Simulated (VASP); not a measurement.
W:

```
CELL_PARAMETERS angstrom
2.64658 0.00000 0.00000
0.00000 2.64658 0.00000
0.00000 0.00000 2.64658
ATOMIC_POSITIONS crystal
W 0.00000 0.00000 0.00000
```

Base run:

- Program: VASP 6.6.1
- Functional: revPBE
- Potentials or basis: VASP PAW PBE potentials, release 64 (W_sv)
- Cutoff: 520 eV
- k mesh: 19 × 19 × 19
- Occupations: fermi-dirac, width 0.1 eV
- Spin: no spin polarisation

Its results: band gap on the k mesh zero (band 7 reaches 11.17 eV, above the bottom of band 8 at 8.47 eV); pressure 1.1 GPa.

**Question.** The run is repeated on the same cell with these changes: k mesh from 19 × 19 × 19 to 13 × 13 × 13. What comes out?

**Answer.** Band gap on the k mesh zero (band 7 reaches 11.11 eV, above the bottom of band 8 at 8.58 eV); pressure -0.1 GPa.

Caveats: the PAW data sets were made with another functional, which shifts forces and pressure a little; spin-orbit coupling is left out, which moves the levels of the heavy elements.
